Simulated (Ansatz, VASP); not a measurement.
**BiS in VASP and in Ansatz**

```
CELL_PARAMETERS angstrom
4.00294 0.00000 0.00000
0.00000 4.00294 0.00000
0.00000 0.00000 4.00294
ATOMIC_POSITIONS crystal
Bi 0.50000 0.50000 0.50000
S 0.00000 0.00000 0.00000
```

Alike in both runs: functional PBEsol; k mesh 5 × 5 × 5; occupations fermi-dirac, width 0.05 eV; no spin polarisation.

|  | VASP | Ansatz |
| --- | --- | --- |
| version | VASP 6.6.1 | Ansatz 0.2.0 |
| potentials or method | VASP PAW PBE potentials, release 64 (Bi_d, S), cutoff 520 eV | all-electron LAPW, scalar-relativistic |
| task | single point | band structure |

```csv
,VASP,Ansatz,Ansatz less VASP
gap on the k mesh at the Fermi level (eV),none,none,-
pressure (GPa),-12.8,-12.8,0.00
```

VASP's potentials were made for PBE, not for PBEsol. A gap of «none» marks a metal or a gap that the smearing closes. Ansatz ran all-electron here, and VASP with PAW potentials.

Neither program's run includes spin-orbit coupling. Noted on Ansatz's run: the k mesh is thin for a metal, which can move the energy by tens of meV per atom.
